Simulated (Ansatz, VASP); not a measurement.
Sc: VASP beside Ansatz

INCAR

```
SYSTEM = Sc
  PREC = Accurate
  ENCUT = 520
  EDIFF = 1E-7
  ISMEAR = -1
  SIGMA = 0.1
  LREAL = .False.
  LASPH = .True.
  NELM = 100
  ALGO = Normal
  ISIF = 2
  LWAVE = .False.
  LCHARG = .False.
  GGA = PS
  NBANDS = 18
```

KPOINTS

```
Automatic mesh
0
Gamma
  18 18 10
  0 0 0
```

The input POSCAR:

```
Sc
1.0
    3.2310748032      0.0000000000      0.0000000000
   -1.6155374016      2.7981928611      0.0000000000
    0.0000000000      0.0000000000      5.0363568982
Sc
2
Direct
    0.3333333333      0.6666666667      0.2500000000
    0.6666666667      0.3333333333      0.7500000000
```

Input for Ansatz:

```yaml
crystal:
  lattice:
    - [3.2310748032, 0.0, 0.0]
    - [-1.6155374016, 2.7981928611, 0.0]
    - [0.0, 0.0, 5.0363568982]
  atoms:
    - { symbol: Sc, position: [0.3333333333, 0.6666666667, 0.25] }
    - { symbol: Sc, position: [0.6666666667, 0.3333333333, 0.75] }
hamiltonian:
  xc: pbesol
  pseudopotentials:
    kind: paw
    azcp:
      Sc: "pseudopotentials/Sc.paw.azcp"
basis:
  ecutwfc: 420
  fft_grid_basis: typed
kpoints:
  mp_grid: { grid: [18, 18, 10], shift: [0, 0, 0] }
magnetization:
  spin_polarized: false
scf:
  occupations: { method: fermi_dirac, width: 0.1 }
output:
  stress: true
```

Alike in both runs: task single point; functional PBEsol; k mesh 18 × 18 × 10; occupations fermi-dirac, width 0.1 eV; no spin polarisation.

```csv
,VASP,Ansatz
version,VASP 6.6.1,Ansatz 0.2.0
potentials or method,"VASP PAW PBE potentials, release 64 (Sc_sv), cutoff 520 eV","plane waves (420 eV) with PAW, scalar-relativistic"
valence electrons in the cell,22,22
```

|  | VASP | Ansatz | Ansatz less VASP |
| --- | --- | --- | --- |
| pressure (GPa) | 2.5 | 2.5 | -0.02 |
| traceless stress, the component that is largest in VASP (GPa) | -0.09 | -0.10 | -0.004 |

VASP's potentials were made for PBE, not for PBEsol, and Ansatz warns of the same on its side. With one functional, cell and mesh, what is left measures potentials, basis and numerics.
